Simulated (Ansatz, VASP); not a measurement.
# One calculation of Nb, two programs

```
CELL_PARAMETERS angstrom
0.00000 2.17845 2.11500
2.17845 0.00000 2.11500
2.17845 2.17845 0.00000
ATOMIC_POSITIONS crystal
Nb 0.00000 0.00000 0.00000
```

Change from the starting cell: equal xx and yy strain of +3 %.

Alike in both runs: task single point; functional PBEsol; k mesh 13 × 13 × 13; occupations fermi-dirac, width 0.08 eV; no spin polarisation.

|  | VASP | Ansatz |
| --- | --- | --- |
| version | VASP 6.6.1 | Ansatz 0.2.0 |
| potentials or method | VASP PAW PBE potentials, release 64 (Nb_sv), cutoff 520 eV | all-electron LAPW, scalar-relativistic |

VASP gave:

```
pressure (GPa)                                                : -15.0
traceless stress, the component that is largest in VASP (GPa) : -4.16
```

Task: Which values does Ansatz return?

Result: Pressure (GPa): -14.8; traceless stress, the component that is largest in VASP (GPa): -4.19.

VASP's potentials were made for PBE, not for PBEsol. Ansatz ran all-electron here, and VASP with PAW potentials.
